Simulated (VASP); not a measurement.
# BeTe (Fm-3m) in VASP: a series of runs, part 2 of 2

VASP 6.6.1.

### Step 3. Single point, PBE

This run uses another cell than the first one, of 19.25 Å³/atom, 0.950 times its volume.

INCAR

```
SYSTEM = BeTe
  PREC = Accurate
  ENCUT = 520
  EDIFF = 1E-6
  ISMEAR = 0
  SIGMA = 0.1
  LREAL = .False.
  LASPH = .True.
  NELM = 60
  ALGO = Normal
  ISIF = 2
  LWAVE = .False.
  LCHARG = .True.
  GGA = PE
  LELF = .True.
  LVHAR = .True.
  NBANDS = 11
```

KPOINTS

```
Automatic mesh
0
Gamma
  18 18 18
  0 0 0
```

POSCAR

```
BeTe
1.0
    0.0000000000      2.6799863682      2.6799863682
    2.6799863682      0.0000000000      2.6799863682
    2.6799863682      2.6799863682      0.0000000000
Be Te
1 1
Direct
    0.0000000000      0.0000000000      0.0000000000
    0.5000000000      0.5000000000      0.5000000000
```

Potentials or basis: VASP PAW PBE potentials, release 64 (Be, Te).

Started as:

```
cat potpaw_PBE.64/Be/POTCAR potpaw_PBE.64/Te/POTCAR > POTCAR
mpirun -np 1 vasp_std > vasp.out
```

OUTCAR:

```text
SYSTEM = BeTe
   PREC = Accurate
   ENCUT = 520
   EDIFF = 1E-6
   ISMEAR = 0
   LREAL = .False.
   LASPH = .True.
   NELM = 60
   ISIF = 2
   GGA = PE

 ion  position               nearest neighbor table
   1  0.000  0.000  0.000-   2 2.68   2 2.68   2 2.68   2 2.68   2 2.68   2 2.68
   2  0.500  0.500  0.500-   1 2.68   1 2.68   1 2.68   1 2.68   1 2.68   1 2.68

  LATTYP: Found a face centered cubic cell.
 ALAT       =     5.3599727364

  Lattice vectors:

 A1 = (   0.0000000000,   2.6799863682,   2.6799863682)
 A2 = (   2.6799863682,   0.0000000000,   2.6799863682)
 A3 = (   2.6799863682,   2.6799863682,   0.0000000000)

Analysis of symmetry for initial positions (statically):
=====================================================================
 Subroutine PRICEL returns:
 Original cell was already a primitive cell.

 Routine SETGRP: Setting up the symmetry group for a
 face centered cubic supercell.

 Subroutine GETGRP returns: Found 48 space group operations
 (whereof 48 operations were pure point group operations)
 out of a pool of 48 trial point group operations.

The static configuration has the point symmetry O_h .

Analysis of symmetry for dynamics (positions and initial velocities):
[... 173 lines left out ...]
      6      13.5342      0.00000
      7      13.5342      0.00000
      8      13.5342      0.00000
      9      14.1103      0.00000
     10      14.1103      0.00000
     11      14.1103      0.00000
[... 309 lines left out ...]
 k-point    24 :      -0.2222    0.0556    0.0000
  band No.  band energies     occupation
      1      -5.3716      2.00000
      2       3.4426      2.00000
      3       6.3107      2.00000
      4       7.2694      0.43726
      5      10.6567      0.00000
      6      10.8688      0.00000
      7      11.6927      0.00000
      8      13.4644      0.00000
      9      14.7351      0.00000
     10      15.3795      0.00000
     11      16.6985      0.00000

 [... further k-points ...]

------------------------ aborting loop because EDIFF is reached ----------------------------------------

  FORCE on cell =-STRESS in cart. coord.  units (eV):
  Direction    XX          YY          ZZ          XY          YZ          ZX
  --------------------------------------------------------------------------------------
  -------------------------------------------------------------------------------------
  Total        0.0239432      0.0239432      0.0239432      0.0000000      0.0000000      0.0000000
  in kB        0.9964717      0.9964717      0.9964717      0.0000000      0.0000000      0.0000000
  external PRESSURE =       0.9964717 kB  Pullay stress =       0.0000000 kB

 VOLUME and BASIS-vectors are now :
 -----------------------------------------------------------------------------
  energy-cutoff  :      520.00
  volume of cell :       38.50
      direct lattice vectors                 reciprocal lattice vectors
     0.000000000  2.679986368  2.679986368    -0.186568113  0.186568113  0.186568113
     2.679986368  0.000000000  2.679986368     0.186568113 -0.186568113  0.186568113
     2.679986368  2.679986368  0.000000000     0.186568113  0.186568113 -0.186568113

 POSITION                                       TOTAL-FORCE (eV/Angst)
 -----------------------------------------------------------------------------------
      0.00000      0.00000      0.00000        -0.000000      0.000000     -0.000000
      2.67999      2.67999      2.67999         0.000000     -0.000000      0.000000
 -----------------------------------------------------------------------------------
    total drift:                                0.000000      0.000000      0.000000

  FREE ENERGIE OF THE ION-ELECTRON SYSTEM (eV)
  ---------------------------------------------------
  free  energy   TOTEN  =        -6.6026918476 eV

  energy  without entropy=       -6.5989608537  energy(sigma->0) =       -6.60082635
```

stdout:

```text
POSCAR found type information on POSCAR BeTe
 POSCAR found :  2 types and       2 ions
 scaLAPACK will be used
 LDA part: xc-table for (Slater+PW92), standard interpolation
 POSCAR, INCAR and KPOINTS ok, starting setup
 FFT: planning ... GRIDC
 FFT: planning ... GRID_SOFT
 FFT: planning ... GRID
 WAVECAR not read
 entering main loop
```

It took 49 s on 1 thread of Intel Xeon Platinum 8259CL at 2.50GHz (Skylake/Cascade Lake), shared host; peak memory 0.22 GiB.

Results:

| Property | Result |
| --- | --- |
| Free energy | -6.6027 eV |
| Pressure | 0.1 GPa |
| Band gap on the k mesh | zero (band 4 reaches 7.55 eV, above the bottom of band 5 at 6.32 eV) |

Caveat: spin-orbit coupling is left out, which moves the levels of the heavy elements.

### Step 4. Relaxation of cell and atoms, PBE

INCAR

```
PREC = Accurate ; ENCUT = 600
EDIFF = 1E-7 ; ISMEAR = 0
SIGMA = 0.1 ; LREAL = False
LASPH = True ; NELM = 80
ALGO = Normal ; ISIF = 3
LWAVE = False ; LCHARG = False
GGA = PE ; IBRION = 2
NSW = 100 ; EDIFFG = -0.01
```

KPOINTS

```
regular mesh
0
Gamma
  18 18 18
```

POSCAR

```
BeTe
1.0
    0.0000000000      2.7262733900      2.7262733900
    2.7262733900      0.0000000000      2.7262733900
    2.7262733900      2.7262733900      0.0000000000
Be Te
1 1
Direct
    0.0000000000      0.0000000000      0.0000000000
    0.5000000000      0.5000000000      0.5000000000
```

Started as:

```
cat potpaw_PBE.64/Be/POTCAR potpaw_PBE.64/Te/POTCAR > POTCAR
mpirun -np 1 vasp_std > vasp.out
```

It took 2 min on 1 thread of Intel Xeon Platinum 8259CL at 2.50GHz (Skylake/Cascade Lake), shared host; peak memory 0.25 GiB.

The run converged. Its results:

```
Free energy                            : -6.6028 eV
Relaxed volume                         : 19.27 Å³/atom
Relaxed cell                           : a = 3.792 Å, b = 3.792 Å, c = 3.792 Å, α = 60.00°, β = 60.00°, γ = 60.00°
Space group after relaxing (to 0.05 Å) : Fm-3m (No. 225)
Energy gained by relaxing              : 9.7 meV/atom
Ionic steps                            : 3
Pressure after relaxing                : 0.0 GPa
Band gap on the k mesh                 : zero (band 4 reaches 7.53 eV, above the bottom of band 5 at 6.30 eV)
```

Step by step:
```tsv
step	energy change (eV)	largest force (eV/Å)	pressure (GPa)	volume (Å³)
1	0.0000	0.0000	-3.02	40.53
2	-0.0192	0.0000	0.40	38.33
3	-0.0195	0.0000	0.01	38.55
```

Final structure:
```
Be Te
1.0
     0.00000    2.68116    2.68116
     2.68116    0.00000    2.68116
     2.68116    2.68116    0.00000
Be Te
1 1
Direct
  0.00000 0.00000 0.00000
  0.50000 0.50000 0.50000
```

Levels at points of the mesh, in eV from the Fermi level:
| k point | band 1 | band 2 | band 3 | band 4 | band 5 | band 6 | band 7 | band 8 |
| --- | --- | --- | --- | --- | --- | --- | --- | --- |
| (0.00, 0.00, 0.00) | -13.30 | -0.22 | -0.22 | -0.22 | 3.09 | 6.32 | 6.32 | 6.32 |
| (0.50, 0.00, 0.00) | -11.37 | -6.73 | -0.21 | -0.21 | 2.34 | 2.34 | 2.99 | 5.59 |
| (0.50, 0.50, 0.00) | -10.56 | -5.99 | -2.96 | -2.96 | -0.89 | 3.12 | 8.88 | 8.88 |

Caveat: spin-orbit coupling is left out, which moves the levels of the heavy elements.

### Step 5. Summary

| task | cell | k mesh | cutoff (eV) | gap on the mesh (eV) | pressure (GPa) |
| --- | --- | --- | --- | --- | --- |
| single point | a = 3.856 Å, angles 60.0°, 2 atoms | 6 × 6 × 6 | 520 | none | -3.1 |
| single point | a = 3.790 Å, angles 60.0°, 2 atoms | 18 × 18 × 18 | 520 | none | 0.1 |
| relaxation of cell and atoms | relaxed from a = 3.856 Å, angles 60.0°, 2 atoms | 18 × 18 × 18 | 600 | none | 0.0 |

Alike in all rows: level PBE; potentials or basis VASP PAW PBE potentials, release 64 (Be, Te); no spin polarisation; smearing gaussian 0.1 eV.

Caveats: spin-orbit coupling is left out, which moves the levels of the heavy elements.

Total energies depend on the potentials used, so only differences within one code and one set of settings carry meaning.
